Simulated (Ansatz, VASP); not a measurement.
# One calculation of Bi, two programs

```
Bi
1.0
     3.27737    0.00000    0.02077
     0.00000    3.27745    0.00000
    -0.04010    0.00000    6.55478
Bi
2
Cartesian
  1.6261 0.0000 1.6486
  1.6112 0.0000 4.9269
```

Alike in both runs: functional PBE; k mesh 12 × 12 × 6; occupations gaussian, width 0.1 eV; no spin polarisation.

Ansatz relaxed the structure, and its values are those at the end. VASP's run is a single point on that final structure, the one shown.

|  | VASP | Ansatz |
| --- | --- | --- |
| version | VASP 6.6.1 | Ansatz 0.2.0 |
| potentials or method | VASP PAW PBE potentials, release 64 (Bi_d), cutoff 520 eV | scalar-relativistic, plane waves, PAW |
| valence electrons in the cell | 30 | 30 |

```csv
,VASP,Ansatz,Ansatz less VASP
gap on the k mesh at the Fermi level (eV),none,none,-
pressure (GPa),-0.1,0.0,+0.07
```

A gap of «none» marks a metal or a gap that the smearing closes.

Neither program's run includes spin-orbit coupling.
